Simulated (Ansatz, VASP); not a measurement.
**Two plane-wave programs on KBr**

```
K Br
1.0
    -2.35297    2.35297    3.32130
     2.35297   -2.35297    3.32130
     2.35297    2.35297   -3.32130
K Br
1 1
Direct
  0.00000 0.00000 0.00000
  0.50000 0.50000 0.00000
```

Alike in both runs: functional PBE; k mesh 4 × 4 × 4; occupations gaussian, width 0.15 eV; no spin polarisation.

Ansatz relaxed the structure, and its values are those at the end. VASP's run is a single point on that final structure, the one shown.

|  | VASP | Ansatz |
| --- | --- | --- |
| version | VASP 6.6.1 | Ansatz 0.2.0 |
| potentials or method | VASP PAW PBE potentials, release 64 (K_sv, Br), cutoff 500 eV | scalar-relativistic, plane waves, PAW |
| valence electrons in the cell | 16 | 16 |

```csv
,VASP,Ansatz,Ansatz less VASP
gap on the k mesh at the Fermi level (eV),4.37,4.37,+0.001
least direct gap on the mesh (eV),4.37,4.37,+0.001
pressure (GPa),0.4,0.4,-0.03
```

The functional is the same, so the differences come from potentials, cutoffs and numerics.

The k mesh is coarse, so the values compare programs but aren't converged.
